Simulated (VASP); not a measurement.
# Cr (I4_1/amd) in VASP: a series of runs

The runs below take Cr through single point, with PBE.

Everything below comes from runs of VASP 6.6.1. Logs are shortened: lines on timing, memory, paths and dates and some standing lists are left out, and cuts for length are marked.

## (1) The cell of the first run

Symmetry: I4_1/amd, No. 141, tetragonal system. Conventional cell: a = 3.819 Å, b = 3.819 Å, c = 2.034 Å, α = 90.00°, β = 90.00°, γ = 90.00°. Within 2.6 Å of Cr (site symmetry -4m2) lie 10 Cr at 1.98 to 2.44 Å.

## (2) Single point, PBE, collinear spin, ferromagnetic start

The input, INCAR:

```
SYSTEM = Cr
  PREC = Accurate
  ENCUT = 520
  EDIFF = 1E-6
  ISMEAR = -1
  SIGMA = 0.1
  LREAL = .False.
  LASPH = .True.
  NELM = 150
  ALGO = Normal
  ISIF = 2
  LWAVE = .False.
  LCHARG = .False.
  ISPIN = 2
  MAGMOM = 2 2
  LORBIT = 11
  LMAXMIX = 4
  GGA = PE
  NBANDS = 23
```

The input, KPOINTS:

```
Automatic mesh
0
Gamma
  17 17 17
  0 0 0
```

The input, POSCAR:

```
Cr
1.0
   -1.9093486050      1.9093486050      1.0170251710
    1.9093486050     -1.9093486050      1.0170251710
    1.9093486050      1.9093486050     -1.0170251710
Cr
2
Direct
   -0.3750000000     -0.1250000000     -0.2500000000
    0.3750000000      0.1250000000      0.2500000000
```

Potentials or basis: VASP PAW PBE potentials, release 64 (Cr_pv).

The run is started by

```console
> cat potpaw_PBE.64/Cr_pv/POTCAR > POTCAR
> mpirun -np 1 vasp_std > vasp.out
```

OUTCAR:

```text
SYSTEM = Cr
   PREC = Accurate
   ENCUT = 520
   EDIFF = 1E-6
   ISMEAR = -1
   LREAL = .False.
   LASPH = .True.
   NELM = 150
   ISIF = 2
   ISPIN = 2
   LORBIT = 11
   GGA = PE

 ion  position               nearest neighbor table
   1  0.625  0.875  0.750-   2 1.98   2 1.98   2 1.98   2 1.98   2 2.44   2 2.44   2 2.44   2 2.44

   2  0.375  0.125  0.250-   1 1.98   1 1.98   1 1.98   1 1.98   1 2.44   1 2.44   1 2.44   1 2.44

  LATTYP: Found a body centered tetragonal cell.
 ALAT       =     3.8186972100
 C/A-ratio  =     0.5326555708

  Lattice vectors:

 A1 = (  -1.9093486050,   1.9093486050,   1.0170251710)
 A2 = (   1.9093486050,  -1.9093486050,   1.0170251710)
 A3 = (   1.9093486050,   1.9093486050,  -1.0170251710)

Analysis of symmetry for initial positions (statically):
=====================================================================
 Subroutine PRICEL returns:
 Original cell was already a primitive cell.

 Routine SETGRP: Setting up the symmetry group for a
 body centered tetragonal supercell.

 Subroutine GETGRP returns: Found 16 space group operations
 (whereof  4 operations were pure point group operations)
 out of a pool of 16 trial point group operations.

The static configuration has the point symmetry C_2h.
 The point group associated with its full space group is D_4h.

Analysis of symmetry for dynamics (positions and initial velocities):
=====================================================================
 Subroutine PRICEL returns:
 Original cell was already a primitive cell.

 Routine SETGRP: Setting up the symmetry group for a
 body centered tetragonal supercell.

 Subroutine GETGRP returns: Found 16 space group operations
 (whereof  4 operations were pure point group operations)
 out of a pool of 16 trial point group operations.

The dynamic configuration has the point symmetry C_2h.
 The point group associated with its full space group is D_4h.

Analysis of structural, dynamic, and magnetic symmetry:
=====================================================================
 Subroutine PRICEL returns:
 Original cell was already a primitive cell.

 Routine SETGRP: Setting up the symmetry group for a
 body centered tetragonal supercell.

 Subroutine GETGRP returns: Found 16 space group operations
 (whereof  4 operations were pure point group operations)
 out of a pool of 16 trial point group operations.

The overall configuration has the point symmetry C_2h.
 The point group associated with its full space group is D_4h.

 Subroutine INISYM returns: Found 16 space group operations
 (whereof  4 operations are pure point group operations),
 and found     1 'primitive' translations

----------------------------------------------------------------------------------------

                                     Primitive cell

  volume of cell :      14.8307

  direct lattice vectors                    reciprocal lattice vectors
    -1.909348605  1.909348605  1.017025171     0.000000000  0.261869414  0.491629917
     1.909348605 -1.909348605  1.017025171     0.261869414  0.000000000  0.491629917
     1.909348605  1.909348605 -1.017025171     0.261869414  0.261869414  0.000000000

  length of vectors
     2.885405412  2.885405412  2.885405412     0.557023846  0.557023846  0.370339277

  position of ions in fractional coordinates (direct lattice)
     0.625000000  0.875000000  0.750000000
     0.375000000  0.125000000  0.250000000

  ion indices of the primitive-cell ions
   primitive index   ion index
                 1           1
                 2           2

----------------------------------------------------------------------------------------

 KPOINTS: Automatic mesh

Automatic generation of k-mesh.
 Grid dimensions read from file:
 generate k-points for:   17   17   17

 Generating k-lattice:

  Cartesian coordinates                     Fractional coordinates (reciprocal lattice)
     0.000000000  0.015404083  0.028919407     0.058823529  0.000000000  0.000000000
     0.015404083  0.000000000  0.028919407     0.000000000  0.058823529  0.000000000
     0.015404083  0.015404083  0.000000000     0.000000000  0.000000000  0.058823529

  Length of vectors
     0.032766109  0.032766109  0.021784663

  Shift w.r.t. Gamma in fractional coordinates (k-lattice)
     0.000000000  0.000000000  0.000000000

 Subroutine IBZKPT returns following result:
 ===========================================

 Found    405 irreducible k-points:

 Following reciprocal coordinates:
            Coordinates               Weight
  0.000000  0.000000  0.000000      1.000000
  0.058824  0.000000 -0.000000      8.000000
  0.117647  0.000000  0.000000      8.000000
  0.176471  0.000000  0.000000      8.000000
  0.235294  0.000000  0.000000      8.000000
  0.294118  0.000000  0.000000      8.000000
[... 16 lines left out ...]
 -0.176471  0.058824 -0.000000     16.000000
 -0.117647  0.058824 -0.000000     16.000000
 [... further k-points ...]
   k-points           NKPTS =    405   k-points in BZ     NKDIM =    405   number of bands    NBANDS=     23
   number of dos      NEDOS =    301   number of ions     NIONS =      2
   total plane-waves  NPLWV =  13824
   dimension x,y,z NGX =    24 NGY =   24 NGZ =   24
   dimension x,y,z NGXF=    48 NGYF=   48 NGZF=   48
   ions per type =               2
   NGX,Y,Z   is equivalent  to a cutoff of  13.83, 13.83, 13.83 a.u.
   NGXF,Y,Z  is equivalent  to a cutoff of  27.66, 27.66, 27.66 a.u.
 SYSTEM =  Cr
   PREC   = accura    normal or accurate (medium, high low for compatibility)
   ISTART =      0    job   : 0-new  1-cont  2-samecut
   ICHARG =      2    charge: 1-file 2-atom 10-const
   ISPIN  =      2    spin polarized calculation?
   LNONCOLLINEAR =      F non collinear calculations
   LSORBIT =      F    spin-orbit coupling
   LASPH  =      T    aspherical Exc in radial PAW
   ENCUT  =  520.0 eV  38.22 Ry    6.18 a.u.   5.36  5.36  5.36*2*pi/ulx,y,z
   NELM   =    150;   NELMIN=  2; NELMDL= -5     # of ELM steps
   EDIFF  = 0.1E-05   stopping-criterion for ELM
   LREAL  =      F    real-space projection
   EDIFFG = 0.1E-04   stopping-criterion for IOM
   NSW    =      0    number of steps for IOM
   IBRION =     -1    ionic relax: 0-MD 1-quasi-New 2-CG
   NFREE  =      0    steps in history (QN), initial steepest desc. (CG)
   ISIF   =      2    stress and relaxation
   ISYM   =      2    0-nonsym 1-usesym 2-fastsym
   POTIM  = 0.5000    time-step for ionic-motion
   TEBEG  =    0.0;   TEEND  =   0.0 temperature during run
   PSTRESS=    0.0 pullay stress
   NELECT =      24.0000    total number of electrons
   NUPDOWN=      -1.0000    fix difference up-down
   EMIN   =  10.00;   EMAX   =-10.00  energy-range for DOS
   EFERMI =   0.00;   METHOD = LEGACY
   ISMEAR =    -1;   SIGMA  =   0.10  broadening in eV -4-tet -1-fermi 0-gaus
   EFERMI_NEDOS =   21; number of points for ismear=-14 and -15
   IALGO  =     38    algorithm
   IMIX   =      4    mixing-type and parameters
     AMIX     =   0.40;   BMIX     =  1.00
     AMIX_MAG =   1.60;   BMIX_MAG =  1.00
  volume/ion in A,a.u.               =       7.42        50.04
  Fermi-wavevector in a.u.,A,eV,Ry     =   1.922020  3.632091 50.262101  3.694160
  Thomas-Fermi vector in A             =   2.956193
   LORBIT       =     11    0 simple, 1 ext, 2 COOP (PROOUT), +10 PAW based schemes
   GGA     = PE    functional components
   LHFCALC =     F    Hartree Fock is set to
   AEXX    =    0.0000 exact exchange contribution
   IVDW    =     0    specifies the selected vdW correction
   LEPSILON=     F    determine dielectric tensor
   LRPA    =     F    only Hartree local field effects (RPA)
 spin polarized calculation
  energy-cutoff  :      520.00
  volume of cell :       14.83
 maximum number of plane-waves:       419
 NGX is ok and might be reduce to    24

 number of electron      23.9999990 magnetization      -0.0001250

 number of electron      23.9999990 magnetization       0.0000031

 Free energy of the ion-electron system (eV)
  ---------------------------------------------------
  ext. energy  EPLUGINS =         0.00000000
  ---------------------------------------------------
  free energy    TOTEN  =       -11.62178108 eV

  energy without entropy =      -11.57688985  energy(sigma->0) =      -11.59933546

 E-fermi :  18.8834     XC(G=0): -16.3411

 val. band max:       18.8829073111   @ k =  -0.4118   0.3529  -0.0000
 cond. band min:      18.8839496081   @ k =   0.1765   0.1176   0.0000
 fundamental gap:      0.0010422970
 Fermi energy:        18.8834309619

 spin component 1

 k-point     1 :       0.0000    0.0000    0.0000
  band No.  band energies     occupation
      1     -26.1048      1.00000
      2     -26.1048      1.00000
      3     -22.8766      1.00000
      4     -22.8475      1.00000
      5     -22.8408      1.00000
      6     -22.8408      1.00000
[... 15 lines left out ...]
     22      39.2913      0.00000
     23      44.6097      0.00000
[... 575 lines left out ...]
      1     -26.0867      1.00000
      2     -25.9827      1.00000
      3     -23.1378      1.00000
      4     -22.9833      1.00000
      5     -22.8873      1.00000
      6     -22.7921      1.00000
[... 15 lines left out ...]
     22      39.5612      0.00000
     23      44.0916      0.00000

 [... further k-points ...]

 spin component 2

 k-point     1 :       0.0000    0.0000    0.0000
  band No.  band energies     occupation
      1     -26.1048      1.00000
      2     -26.1048      1.00000
      3     -22.8766      1.00000
      4     -22.8475      1.00000
      5     -22.8408      1.00000
      6     -22.8408      1.00000
[... 15 lines left out ...]
     22      39.2913      0.00000
     23      44.6097      0.00000
[... 575 lines left out ...]
      1     -26.0867      1.00000
      2     -25.9827      1.00000
      3     -23.1378      1.00000
      4     -22.9833      1.00000
      5     -22.8873      1.00000
      6     -22.7921      1.00000
[... 15 lines left out ...]
     22      39.5612      0.00000
     23      44.0916      0.00000

 [... further k-points ...]
[... 5 lines left out ...]
  --------------------------------------------------------------------------------------
  -------------------------------------------------------------------------------------
  Total       28.2187532     28.2187532     27.9058562      0.0000000      0.0000000     -0.0000000
  in kB     3048.5003803   3048.5003803   3014.6978101      0.0000000      0.0000000     -0.0000000
  external PRESSURE =    3037.2328569 kB  Pullay stress =       0.0000000 kB

 VOLUME and BASIS-vectors are now :
 -----------------------------------------------------------------------------
  energy-cutoff  :      520.00
  volume of cell :       14.83
      direct lattice vectors                 reciprocal lattice vectors
    -1.909348605  1.909348605  1.017025171     0.000000000  0.261869414  0.491629917
     1.909348605 -1.909348605  1.017025171     0.261869414  0.000000000  0.491629917
     1.909348605  1.909348605 -1.017025171     0.261869414  0.261869414  0.000000000

 POSITION                                       TOTAL-FORCE (eV/Angst)
 -----------------------------------------------------------------------------------
      1.90935      0.95467      0.76277         0.000000     -0.000000      0.000000
      0.00000      0.95467      0.25426        -0.000000      0.000000     -0.000000
 -----------------------------------------------------------------------------------
    total drift:                               -0.000000      0.000000      0.000000

  FREE ENERGIE OF THE ION-ELECTRON SYSTEM (eV)
  ---------------------------------------------------
  free  energy   TOTEN  =       -11.6217810774 eV

  energy  without entropy=      -11.5768898465  energy(sigma->0) =      -11.59933546

 total charge

# of ion       s       p       d       tot
------------------------------------------
    1        0.588   6.646   5.362  12.595
    2        0.588   6.646   5.362  12.595
--------------------------------------------------
tot          1.175  13.292  10.724  25.191

 magnetization (x)

# of ion       s       p       d       tot
------------------------------------------
    1       -0.000   0.000  -0.000  -0.000
    2       -0.000   0.000  -0.000  -0.000
--------------------------------------------------
tot         -0.000   0.000  -0.000  -0.000
```

It took 95 s on 1 thread of Intel Xeon 6975P-C (Granite Rapids), shared host; peak memory 0.31 GiB.

Results:

```yaml
Free_energy: -11.6218 eV
Pressure: 303.7 GPa
Band_gap_on_the_k_mesh: zero (filled and empty bands overlap)
Net_moment: 0.00 μB per cell
```

Caveat: the starting moments collapsed, and a magnetic state may lie lower.

## (3) Single point, PBE, collinear spin, ferromagnetic start

The input, INCAR:

```
PREC     = Accurate       # precision mode
ENCUT    = 520            # plane-wave cutoff, eV
EDIFF    = 1E-6           # SCF threshold, eV
ISMEAR   = -1             # smearing method
SIGMA    = 0.1            # smearing width, eV
LREAL    = F              # projectors in reciprocal space
LASPH    = T              # aspherical terms in the spheres
NELM     = 150            # most SCF steps
ALGO     = Normal         # electronic algorithm
ISIF     = 2              # what is computed and relaxed
LWAVE    = F              # write WAVECAR
LCHARG   = F              # write CHGCAR
ISPIN    = 2              # spin polarisation
MAGMOM   = 2 2            # initial moments
LORBIT   = 11             # projections on sites
LMAXMIX  = 4              # l up to which the mixer works
GGA      = PE             # functional
NBANDS   = 23             # bands
```

The input, KPOINTS:

```
regular mesh
0
Gamma
  17 17 17
```

POSCAR is that of step 2.

Potentials or basis: VASP PAW PBE potentials, release 64 (Cr_pv).

The run is started by

```console
> cat potpaw_PBE.64/Cr_pv/POTCAR > POTCAR
> mpirun -np 1 vasp_std > vasp.out
```

Wall time 95 s (1 thread of Intel Xeon 6975P-C (Granite Rapids), shared host); peak memory 0.3 GiB.

It converged, with:

* Free energy: -11.6218 eV
* Pressure: 303.7 GPa
* Band gap on the k mesh: zero (filled and empty bands overlap)
* Net moment: 0.00 μB per cell

Stress tensor (GPa, compression positive):
```
304.85   0.00   0.00
  0.00 304.85   0.00
  0.00   0.00 301.47
```

Levels at points of the mesh, in eV from the Fermi level:
Spin up:
```
           k point  band 9  band 10  band 11  band 12  band 13  band 14  band 15  band 16
(0.00, 0.00, 0.00)   -5.46    -4.44    -3.84     1.73     1.73     1.84     1.84     4.68
```
Spin down:
```tsv
k point	band 9	band 10	band 11	band 12	band 13	band 14	band 15	band 16
(0.00, 0.00, 0.00)	-5.46	-4.44	-3.84	1.73	1.73	1.84	1.84	4.68
```

Caveat: the starting moments collapsed, and a magnetic state may lie lower.

## (4) Single point, PBE, collinear spin, ferromagnetic start (volume scaled by 0.9)

The input, INCAR:

```
ALGO = Normal
EDIFF = 1E-7
ENCUT = 520
GGA = PE
ISIF = 2
ISMEAR = -1
ISPIN = 2
LASPH = T
LCHARG = T
LELF = T
LMAXMIX = 4
LORBIT = 11
LREAL = F
LVHAR = T
LWAVE = F
MAGMOM = 2 2
NBANDS = 23
NELM = 150
PREC = Accurate
SIGMA = 0.1
```

The input, KPOINTS:

```
k-points
0
Gamma
  17 17 17
```

The input, POSCAR:

```
Cr
1.0
   -2.1740441371      2.1740441371      1.1766754801
    2.1740441371     -2.1740441371      1.1766754801
    2.1740441371      2.1740441371     -1.1766754801
Cr
2
Direct
   -0.3750000000     -0.1250000000     -0.2500000000
    0.3750000000      0.1250000000      0.2500000000
```

The run is started by

```console
> cat potpaw_PBE.64/Cr_pv/POTCAR > POTCAR
> mpirun -np 1 vasp_std > vasp.out
```

Wall time 2 min (1 thread of Intel Xeon 6975P-C (Granite Rapids), shared host); peak memory 0.37 GiB.

The run converged. Its results:

```yaml
Free_energy: -17.4347 eV
Pressure: 26.7 GPa
Band_gap_on_the_k_mesh: zero (filled and empty bands overlap)
Net_moment: 0.00 μB per cell
Valence_electrons_inside_the_program's_atomic_spheres: Cr 11.30
```

Stress tensor (GPa, compression positive):
```
26.87  0.00  0.00
 0.00 26.87  0.00
 0.00  0.00 26.50
```

Levels at points of the mesh, in eV from the Fermi level:
Spin up:
| k point | band 10 | band 11 | band 12 | band 13 | band 14 | band 15 |
| --- | --- | --- | --- | --- | --- | --- |
| (0.00, 0.00, 0.00) | -2.66 | -2.03 | 1.18 | 1.18 | 1.23 | 1.23 |
Spin down:
```csv
k point,band 8,band 9,band 10,band 11,band 12,band 13,band 14,band 15,band 16,band 17
"(0.00, 0.00, 0.00)",-5.21,-3.17,-2.66,-2.03,1.18,1.18,1.23,1.23,2.88,3.85
```

Caveat: the starting moments collapsed, and a magnetic state may lie lower.
